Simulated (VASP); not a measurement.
Set up this calculation in VASP 6.6.1, as the native input.

```
Task                   : single point
Functional             : PBE
Potentials or basis    : VASP PAW PBE potentials, release 64 (Sr_sv, Al, O)
Cutoff                 : 520 eV
k mesh                 : 12 × 12 × 4
Occupations            : gaussian, width 0.1 eV
Spin                   : no spin polarisation
Dipole correction      : no
Further INCAR settings : ALGO = Normal; EDIFF = 1e-07; NBANDS = 24
```

The structure of SrAl3O2 lies in POSCAR:

```
SrAl3O2
1.0
    3.0708999998      0.0000000000      0.0000000000
   -1.5354499999      2.6594774123      0.0000000000
    0.0000000000      0.0000000000     10.2701469760
Sr Al O
1 3 2
Direct
    0.0000000000      0.0000000000      0.0000000000
    0.6666666667      0.3333333333      0.2950338191
    0.3333333333      0.6666666667      0.7049661809
    0.0000000000      0.0000000000      0.5000000000
    0.6666666667      0.3333333333      0.8027723773
    0.3333333333      0.6666666667      0.1972276227
```

The cell was built from a structure type or drawn by symmetry, and may not be a known phase.

One way to write it, as run:

INCAR

```
PREC = Accurate
ENCUT = 520
EDIFF = 1E-7
ISMEAR = 0
SIGMA = 0.1
LREAL = F
LASPH = T
NELM = 60
ALGO = Normal
ISIF = 2
LWAVE = F
LCHARG = F
GGA = PE
NBANDS = 24
```

KPOINTS

```
regular mesh
0
Gamma
  12 12 4
```

Potentials or basis: VASP PAW PBE potentials, release 64 (Sr_sv, Al, O).

The run is started by

```bash
$ cat potpaw_PBE.64/Sr_sv/POTCAR potpaw_PBE.64/Al/POTCAR potpaw_PBE.64/O/POTCAR > POTCAR
$ mpirun -np 1 vasp_std > vasp.out
```

Results of the run:

```json
{
  "Pressure": "0.2 GPa",
  "Largest force": "0.022 eV/Å",
  "Band gap on the k mesh": "zero (an odd number of electrons rules out a gap without spin polarisation)"
}
```

Caveat: an odd number of electrons without spin polarisation forces a metal; a magnetic or distorted state may lie lower.

Run time: 57 s on 1 thread of Intel(R) Xeon(R) 6975P-C (Granite Rapids) (shared host), peak memory 0.29 GiB.
